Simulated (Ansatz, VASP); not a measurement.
**YW in VASP and in Ansatz**

```xyz
8
Lattice="2.9098 0.0000 0.0000 0.0000 5.8195 0.0000 0.0000 0.0000 9.9645" Properties=species:S:1:pos:R:3 pbc="T T T"
Y     1.4549    1.4549    2.4911
Y     1.4549    1.4549    7.4734
Y     1.4549    4.3647    2.4911
Y     1.4549    4.3647    7.4734
W     2.9098    2.9098    0.0000
W     2.9098    2.9098    4.9822
W     0.0000    0.0000    0.0000
W     0.0000    0.0000    4.9822
```

Alike in both runs: task single point; functional PBE; k mesh 8 × 4 × 4; occupations gaussian, width 0.1 eV; no spin polarisation.

|  | VASP | Ansatz |
| --- | --- | --- |
| version | VASP 6.6.1 | Ansatz 0.2.0 |
| potentials or method | VASP PAW PBE potentials, release 64 (Y_sv, W_sv), cutoff 520 eV | scalar-relativistic, plane waves, PAW |
| valence electrons in the cell | 100 | 100 |

```csv
,VASP,Ansatz,Ansatz less VASP
gap on the k mesh at the Fermi level (eV),none,none,-
pressure (GPa),0.0,0.1,+0.10
"traceless stress, the component that is largest in VASP (GPa)",-1.74,-1.63,+0.111
```

A gap of «none» marks a metal or a gap that the smearing closes. With one functional, cell and mesh, what is left measures potentials, basis and numerics.

Neither program's run includes spin-orbit coupling.
